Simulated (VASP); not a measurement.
# Sc (P6_3/mmc) in VASP: notebook

The runs below take Sc through single point, with r2SCAN.

Program: VASP 6.6.1. These are calculated values, not measurements. Logs are shortened: lines on timing, memory, paths and dates and some standing lists are left out, and cuts for length are marked.

### Step 1. The cell of the first run

Symmetry: P6_3/mmc, No. 194, hexagonal system. The conventional cell has a = 3.255 Å, b = 3.255 Å, c = 4.992 Å, α = 90.00°, β = 90.00°, γ = 120.00°. Sc (site symmetry -6m2) has 12 Sc at 3.12 to 3.25 Å within 4.1 Å.

### Step 2. Single point, r2SCAN

Contents of POSCAR:

```
Sc
1.0
    3.2549071006      0.0000000000      0.0000000000
   -1.6274535503      2.8188322361      0.0000000000
    0.0000000000      0.0000000000      4.9918774938
Sc
2
Direct
    0.3333333333      0.6666666667      0.2500000000
    0.6666666667      0.3333333333      0.7500000000
```

Contents of INCAR.step1:

```
PREC     = Accurate       # precision mode
ENCUT    = 520            # plane-wave cutoff, eV
ISMEAR   = 1              # smearing method
SIGMA    = 0.05           # smearing width, eV
LREAL    = F              # projectors in reciprocal space
LASPH    = T              # aspherical terms in the spheres
NELM     = 80             # most SCF steps
NBANDS   = 18             # bands
GGA      = PE             # functional
ALGO     = Normal         # electronic algorithm
EDIFF    = 1E-4           # SCF threshold, eV
LWAVE    = T              # write WAVECAR
LCHARG   = F              # write CHGCAR
```

Contents of INCAR.step2:

```
PREC     = Accurate       # precision mode
ENCUT    = 520            # plane-wave cutoff, eV
EDIFF    = 1E-7           # SCF threshold, eV
ISMEAR   = 1              # smearing method
SIGMA    = 0.05           # smearing width, eV
LREAL    = F              # projectors in reciprocal space
LASPH    = T              # aspherical terms in the spheres
NELM     = 80             # most SCF steps
ALGO     = Normal         # electronic algorithm
ISIF     = 2              # what is computed and relaxed
LWAVE    = F              # write WAVECAR
LCHARG   = F              # write CHGCAR
METAGGA  = R2SCAN         # meta-GGA
LMIXTAU  = T            
NBANDS   = 18             # bands
ISTART   = 1
```

Contents of KPOINTS:

```
Automatic mesh
0
Gamma
  8 8 4
```

Potentials or basis: VASP PAW PBE potentials, release 64 (Sc_sv).

The run is started by

```console
$ cat potpaw_PBE.64/Sc_sv/POTCAR > POTCAR
$ cp INCAR.step1 INCAR
$ mpirun -np 1 vasp_std > vasp.out
$ cp INCAR.step2 INCAR
$ mpirun -np 1 vasp_std > vasp.out
```

OUTCAR:

```text
PREC = Accurate
   ENCUT = 520
   EDIFF = 1E-7
   ISMEAR = 1
   LREAL = F
   LASPH = T
   NELM = 80
   ISIF = 2
   METAGGA = R2SCAN
   ISTART = 1

 ion  position               nearest neighbor table
   1  0.333  0.667  0.250-   2 3.12   2 3.12   2 3.12   2 3.12   2 3.12   2 3.12
   2  0.667  0.333  0.750-   1 3.12   1 3.12   1 3.12   1 3.12   1 3.12   1 3.12

  LATTYP: Found a hexagonal cell.
 ALAT       =     3.2549071006
 C/A-ratio  =     1.5336466878

  Lattice vectors:

 A1 = (   3.2549071006,   0.0000000000,   0.0000000000)
 A2 = (  -1.6274535503,   2.8188322361,   0.0000000000)
 A3 = (   0.0000000000,   0.0000000000,   4.9918774938)

Analysis of symmetry for initial positions (statically):
=====================================================================
 Subroutine PRICEL returns:
 Original cell was already a primitive cell.

 Routine SETGRP: Setting up the symmetry group for a
 hexagonal supercell.

 Subroutine GETGRP returns: Found 24 space group operations
 (whereof 12 operations were pure point group operations)
 out of a pool of 24 trial point group operations.

The static configuration has the point symmetry D_3d.
 The point group associated with its full space group is D_6h.

Analysis of symmetry for dynamics (positions and initial velocities):
=====================================================================
 Subroutine PRICEL returns:
 Original cell was already a primitive cell.

 Routine SETGRP: Setting up the symmetry group for a
 hexagonal supercell.

 Subroutine GETGRP returns: Found 24 space group operations
 (whereof 12 operations were pure point group operations)
 out of a pool of 24 trial point group operations.

The dynamic configuration has the point symmetry D_3d.
 The point group associated with its full space group is D_6h.

 Subroutine INISYM returns: Found 24 space group operations
 (whereof 12 operations are pure point group operations),
 and found     1 'primitive' translations

----------------------------------------------------------------------------------------

                                     Primitive cell

  volume of cell :      45.8007

  direct lattice vectors                    reciprocal lattice vectors
     3.254907101  0.000000000  0.000000000     0.307228431  0.177378417  0.000000000
    -1.627453550  2.818832236  0.000000000     0.000000000  0.354756834  0.000000000
     0.000000000  0.000000000  4.991877494     0.000000000  0.000000000  0.200325429

  length of vectors
     3.254907101  3.254907101  4.991877494     0.354756834  0.354756834  0.200325429

  position of ions in fractional coordinates (direct lattice)
     0.333333333  0.666666667  0.250000000
     0.666666667  0.333333333  0.750000000

  ion indices of the primitive-cell ions
   primitive index   ion index
                 1           1
                 2           2

----------------------------------------------------------------------------------------

 KPOINTS: Automatic mesh

Automatic generation of k-mesh.
 Grid dimensions read from file:
 generate k-points for:    8    8    4

 Generating k-lattice:

  Cartesian coordinates                     Fractional coordinates (reciprocal lattice)
     0.038403554  0.022172302  0.000000000     0.125000000  0.000000000  0.000000000
     0.000000000  0.044344604  0.000000000     0.000000000  0.125000000  0.000000000
     0.000000000  0.000000000  0.050081357     0.000000000  0.000000000  0.250000000

  Length of vectors
     0.044344604  0.044344604  0.050081357

  Shift w.r.t. Gamma in fractional coordinates (k-lattice)
     0.000000000  0.000000000  0.000000000

 Subroutine IBZKPT returns following result:
 ===========================================

 Found     30 irreducible k-points:

 Following reciprocal coordinates:
            Coordinates               Weight
  0.000000  0.000000  0.000000      1.000000
  0.125000  0.000000  0.000000      6.000000
  0.250000  0.000000  0.000000      6.000000
  0.375000  0.000000  0.000000      6.000000
  0.500000  0.000000  0.000000      3.000000
  0.125000  0.125000  0.000000      6.000000
[... 16 lines left out ...]
  0.250000  0.000000  0.500000      6.000000
  0.375000  0.000000  0.500000      6.000000
 [... further k-points ...]
   k-points           NKPTS =     30   k-points in BZ     NKDIM =     30   number of bands    NBANDS=     18
   number of dos      NEDOS =    301   number of ions     NIONS =      2
   total plane-waves  NPLWV =  23040
   dimension x,y,z NGX =    24 NGY =   24 NGZ =   40
   dimension x,y,z NGXF=    48 NGYF=   48 NGZF=   80
   ions per type =               2
   NGX,Y,Z   is equivalent  to a cutoff of  12.26, 12.26, 13.32 a.u.
   NGXF,Y,Z  is equivalent  to a cutoff of  24.52, 24.52, 26.64 a.u.
 SYSTEM =  unknown system
   PREC   = accura    normal or accurate (medium, high low for compatibility)
   ISTART =      1    job   : 0-new  1-cont  2-samecut
   ICHARG =      0    charge: 1-file 2-atom 10-const
   ISPIN  =      1    spin polarized calculation?
   LNONCOLLINEAR =      F non collinear calculations
   LSORBIT =      F    spin-orbit coupling
   LASPH  =      T    aspherical Exc in radial PAW
   ENCUT  =  520.0 eV  38.22 Ry    6.18 a.u.   6.05  6.05  9.28*2*pi/ulx,y,z
   NELM   =     80;   NELMIN=  2; NELMDL=  0     # of ELM steps
   EDIFF  = 0.1E-06   stopping-criterion for ELM
   LREAL  =      F    real-space projection
   EDIFFG = 0.1E-05   stopping-criterion for IOM
   NSW    =      0    number of steps for IOM
   IBRION =     -1    ionic relax: 0-MD 1-quasi-New 2-CG
   NFREE  =      0    steps in history (QN), initial steepest desc. (CG)
   ISIF   =      2    stress and relaxation
   ISYM   =      2    0-nonsym 1-usesym 2-fastsym
   POTIM  = 0.5000    time-step for ionic-motion
   TEBEG  =    0.0;   TEEND  =   0.0 temperature during run
   PSTRESS=    0.0 pullay stress
   NELECT =      22.0000    total number of electrons
   NUPDOWN=      -1.0000    fix difference up-down
   EMIN   =  10.00;   EMAX   =-10.00  energy-range for DOS
   EFERMI =   0.00;   METHOD = LEGACY
   ISMEAR =     1;   SIGMA  =   0.05  broadening in eV -4-tet -1-fermi 0-gaus
   EFERMI_NEDOS =   21; number of points for ismear=-14 and -15
   IALGO  =     38    algorithm
   IMIX   =      4    mixing-type and parameters
     AMIX     =   0.40;   BMIX     =  1.00
     AMIX_MAG =   1.60;   BMIX_MAG =  1.00
  volume/ion in A,a.u.               =      22.90       154.54
  Fermi-wavevector in a.u.,A,eV,Ry     =   1.282110  2.422836 22.365324  1.643805
  Thomas-Fermi vector in A             =   2.414440
   LORBIT       =      0    0 simple, 1 ext, 2 COOP (PROOUT), +10 PAW based schemes
   METAGGA = R2SCAN    functional components
   LHFCALC =     F    Hartree Fock is set to
   AEXX    =    0.0000 exact exchange contribution
   IVDW    =     0    specifies the selected vdW correction
   LEPSILON=     F    determine dielectric tensor
   LRPA    =     F    only Hartree local field effects (RPA)
 non-spin polarized calculation
 Methfessel and Paxton  Order N= 1 SIGMA  =   0.05
  energy-cutoff  :      520.00
  volume of cell :       45.80
 maximum number of plane-waves:      1252
   NGX = 13   NGY = 13   NGZ = 19

 number of electron      22.0000005 magnetization

 Free energy of the ion-electron system (eV)
  ---------------------------------------------------
  ext. energy  EPLUGINS =         0.00000000
  ---------------------------------------------------
  free energy    TOTEN  =       -22.65802678 eV

  energy without entropy =      -22.65779962  energy(sigma->0) =      -22.65795106

 E-fermi :   4.1881     XC(G=0): -10.9238

 val. band max:        4.1479182775   @ k =   0.2500   0.1250   0.0000
 cond. band min:       4.2002110374   @ k =   0.1250   0.1250   0.2500
 fundamental gap:      0.0522927599
 Fermi energy:         4.1881199189

 k-point     1 :       0.0000    0.0000    0.0000
  band No.  band energies     occupation
      1     -47.1388      2.00000
      2     -47.0321      2.00000
      3     -25.0931      2.00000
      4     -24.6251      2.00000
      5     -24.6250      2.00000
      6     -24.5334      2.00000
[... 10 lines left out ...]
     17       6.8777      0.00000
     18       6.8777      0.00000

 k-point     2 :       0.1250    0.0000    0.0000
  band No.  band energies     occupation
      1     -47.1288      2.00000
      2     -47.0293      2.00000
      3     -25.0659      2.00000
      4     -24.6737      2.00000
      5     -24.6423      2.00000
      6     -24.5843      2.00000
[... 10 lines left out ...]
     17       6.8306      0.00000
     18       6.8577      0.00000

 k-point     3 :       0.2500    0.0000    0.0000
  band No.  band energies     occupation
      1     -47.1033      2.00000
      2     -47.0239      2.00000
      3     -24.9930      2.00000
      4     -24.7933      2.00000
      5     -24.7016      2.00000
      6     -24.6814      2.00000
[... 10 lines left out ...]
     17       7.4127      0.00000
     18       7.5005      0.00000

 k-point     4 :       0.3750    0.0000    0.0000
  band No.  band energies     occupation
      1     -47.0741      2.00000
      2     -47.0221      2.00000
      3     -24.9152      2.00000
      4     -24.8997      2.00000
      5     -24.8122      2.00000
      6     -24.7184      2.00000
[... 10 lines left out ...]
     17       8.2648      0.00000
     18       8.2852      0.00000

 k-point     5 :       0.5000    0.0000    0.0000
  band No.  band energies     occupation
      1     -47.0590      2.00000
      2     -47.0243      2.00000
      3     -24.9660      2.00000
      4     -24.8565      2.00000
      5     -24.8446      2.00000
      6     -24.7333      2.00000
[... 10 lines left out ...]
     17       8.7678      0.00000
     18       8.9380      0.00000

 k-point     6 :       0.1250    0.1250    0.0000
  band No.  band energies     occupation
      1     -47.1110      2.00000
      2     -47.0252      2.00000
      3     -25.0158      2.00000
      4     -24.7401      2.00000
      5     -24.7126      2.00000
      6     -24.6330      2.00000
[... 307 lines left out ...]
 k-point    21 :       0.0000    0.0000    0.5000
  band No.  band energies     occupation
      1     -47.0857      2.00000
      2     -47.0857      2.00000
      3     -24.8029      2.00000
      4     -24.8029      2.00000
      5     -24.5793      2.00000
      6     -24.5793      2.00000
[... 10 lines left out ...]
     17       8.1447      0.00000
     18       8.1447      0.00000

 k-point    22 :       0.1250    0.0000    0.5000
  band No.  band energies     occupation
      1     -47.0792      2.00000
      2     -47.0792      2.00000
      3     -24.8211      2.00000
      4     -24.8211      2.00000
      5     -24.6025      2.00000
      6     -24.6025      2.00000
[... 10 lines left out ...]
     17       8.1105      0.00000
     18       8.1107      0.00000

 k-point    23 :       0.2500    0.0000    0.5000
  band No.  band energies     occupation
      1     -47.0637      2.00000
      2     -47.0637      2.00000
      3     -24.8904      2.00000
      4     -24.8904      2.00000
      5     -24.6317      2.00000
      6     -24.6317      2.00000
[... 10 lines left out ...]
     17       8.1252      0.00000
     18       8.1255      0.00000

 k-point    24 :       0.3750    0.0000    0.5000
  band No.  band energies     occupation
      1     -47.0481      2.00000
      2     -47.0481      2.00000
      3     -24.9821      2.00000
      4     -24.9821      2.00000
      5     -24.6452      2.00000
      6     -24.6452      2.00000
[... 10 lines left out ...]
     17       8.4195      0.00000
     18       8.4195      0.00000

 [... further k-points ...]

------------------------ aborting loop because EDIFF is reached ----------------------------------------

  FORCE on cell =-STRESS in cart. coord.  units (eV):
  Direction    XX          YY          ZZ          XY          YZ          ZX
  --------------------------------------------------------------------------------------
  -------------------------------------------------------------------------------------
  Total        1.4973082      1.4973082      1.4766782      0.0000000      0.0000000      0.0000000
  in kB       52.3781363     52.3781363     51.6564687      0.0000000      0.0000000      0.0000000
  external PRESSURE =      52.1375804 kB  Pullay stress =       0.0000000 kB

 VOLUME and BASIS-vectors are now :
 -----------------------------------------------------------------------------
  energy-cutoff  :      520.00
  volume of cell :       45.80
      direct lattice vectors                 reciprocal lattice vectors
     3.254907101  0.000000000  0.000000000     0.307228431  0.177378417  0.000000000
    -1.627453550  2.818832236  0.000000000     0.000000000  0.354756834  0.000000000
     0.000000000  0.000000000  4.991877494     0.000000000  0.000000000  0.200325429

 POSITION                                       TOTAL-FORCE (eV/Angst)
 -----------------------------------------------------------------------------------
     -0.00000      1.87922      1.24797        -0.000000      0.000000      0.000000
      1.62745      0.93961      3.74391         0.000000     -0.000000      0.000000
 -----------------------------------------------------------------------------------
    total drift:                                0.000000     -0.000000      0.000000

  FREE ENERGIE OF THE ION-ELECTRON SYSTEM (eV)
  ---------------------------------------------------
  free  energy   TOTEN  =       -22.6580267800 eV

  energy  without entropy=      -22.6577996213  energy(sigma->0) =      -22.65795106
```

It took 38 s on 1 thread of Intel Xeon 6975P-C (Granite Rapids), shared host; peak memory 0.17 GiB.

What came out:

```yaml
Free_energy: -22.6580 eV
Pressure: 5.2 GPa
Band_gap_on_the_k_mesh: zero (bands 11 and 12 overlap by 1.81 eV)
```

Caveat: the cell stands under pressure; the PAW data sets were made with another functional, which shifts forces and pressure a little.

### Step 3. Single point, r2SCAN

This run uses another cell than the first one, of 24.80 Å³/atom.

Contents of POSCAR:

```
Sc
1.0
    3.3250627695      0.0000000000      0.0000000000
   -1.6625313848      2.8795888276      0.0000000000
    0.0000000000      0.0000000000      5.1811125675
Sc
2
Direct
    0.3333333333      0.6666666667      0.2500000000
    0.6666666667      0.3333333333      0.7500000000
```

Contents of INCAR.step1:

```
SYSTEM = Sc
PREC = Accurate
ENCUT = 520
ISMEAR = 1
SIGMA = 0.05
LREAL = .False.
LASPH = .True.
NELM = 100
NBANDS = 18
GGA = PE
ALGO = Normal
EDIFF = 1E-4
LWAVE = .True.
LCHARG = .False.
```

Contents of INCAR.step2:

```
SYSTEM = Sc
PREC = Accurate
ENCUT = 520
EDIFF = 1E-7
ISMEAR = 1
SIGMA = 0.05
LREAL = .False.
LASPH = .True.
NELM = 100
ALGO = Normal
ISIF = 2
LWAVE = .False.
LCHARG = .False.
METAGGA = R2SCAN
LMIXTAU = .True.
NBANDS = 18
ISTART = 1
```

Contents of KPOINTS:

```
Automatic mesh
0
Gamma
  8 8 4
  0 0 0
```

Potentials or basis: VASP PAW PBE potentials, release 64 (Sc_sv).

The run is started by

```console
$ cat potpaw_PBE.64/Sc_sv/POTCAR > POTCAR
$ cp INCAR.step1 INCAR
$ mpirun -np 1 vasp_std > vasp.out
$ cp INCAR.step2 INCAR
$ mpirun -np 1 vasp_std > vasp.out
```

Run time: 70 s. Hardware: 1 thread of Intel Xeon 6975P-C (Granite Rapids), shared host; peak memory 0.18 GiB.

Results (log left out):

- Free energy: -22.7216 eV
- Pressure: 0.2 GPa
- Band gap on the k mesh: zero (bands 11 and 12 overlap by 1.57 eV)

Stress tensor (GPa, compression positive):
```
0.22 0.00 0.00
0.00 0.22 0.00
0.00 0.00 0.13
```

Levels at points of the mesh, in eV from the Fermi level:
```csv
k point,band 7,band 8,band 9,band 10,band 11,band 12,band 13,band 14
"(0.00, 0.00, 0.00)",-29.01,-28.97,-5.52,-1.72,0.42,1.76,1.76,2.04
"(0.50, 0.00, 0.00)",-29.08,-29.04,-1.75,-1.17,-0.69,-0.45,1.39,1.52
"(0.00, 0.00, 0.50)",-29.04,-29.04,-3.90,-3.90,1.07,1.07,1.68,1.68
"(0.50, 0.00, 0.50)",-29.08,-29.08,-1.55,-1.55,0.01,0.01,1.28,1.28
```

Caveat: the PAW data sets were made with another functional, which shifts forces and pressure a little.

The gap in the log of VASP goes by the Fermi energy; the results here count the filled bands.